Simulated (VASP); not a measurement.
Here is a VASP 6.6.1 calculation.

File INCAR:

```
ALGO = Normal
EDIFF = 1E-6
ENCUT = 600
GGA_COMPAT = F
ISIF = 2
ISMEAR = 0
LASPH = T
LCHARG = T
LELF = T
LREAL = F
LVHAR = T
LWAVE = F
NBANDS = 46
NELM = 120
PREC = Accurate
SIGMA = 0.05
```

Contents of KPOINTS:

```
k-points
0
Gamma
  6 6 4
```

File POSCAR:

```
TiO2
1.0
    5.4253475240      0.0000000000      0.0000000000
   -2.7126737620      4.6984887801      0.0000000000
    0.0000000000      0.0000000000      5.8820684305
Ti O
3 6
Direct
    0.4567123787      0.0000000000      0.3333333333
    0.0000000000      0.4567123787      0.6666666667
    0.5432876213      0.5432876213      0.0000000000
    0.4312352344      0.2984798218      0.2258760546
    0.7135599095      0.1283485651      0.5592093880
    0.8716514349      0.5852113444      0.8925427213
    0.2864400905      0.4147886556      0.7741239454
    0.1283485651      0.7135599095      0.4407906120
    0.5852113444      0.8716514349      0.1074572787
```

Potentials or basis: VASP PAW LDA potentials, release 64 (Ti_sv, O).

Command:

```console
$ cat potpaw_LDA.64/Ti_sv/POTCAR potpaw_LDA.64/O/POTCAR > POTCAR
$ mpirun -np 1 vasp_std > vasp.out
```

**Question.** Estimate the band gap on the k mesh.

**Answer.** 3.63 eV (least direct gap 3.65 eV).

**Question.** What does it give for the pressure?

**Answer.** 1.4 GPa.

**Question.** Estimate the largest force.

**Answer.** 1.009 eV/Å.

Forces in eV/Å, atoms in the order of the input:
```
Ti   0.110  0.112 -0.041
Ti   0.005  0.009  0.122
Ti   0.116  0.535 -0.521
O   -0.143 -0.729  0.683
O   -0.016 -0.176 -0.016
O    0.166  0.078 -0.053
O   -0.068 -0.148 -0.131
O   -0.074  0.086 -0.120
O   -0.096  0.233  0.077
```

Caveat: the cell differs from its parent crystal (atom 4 (O) moved +0.080 Å along Cartesian [1 1 0]); forces of over 1 eV/Å act on the atoms, so gaps and moduli don't describe the material at rest. A k mesh can miss the band edges.
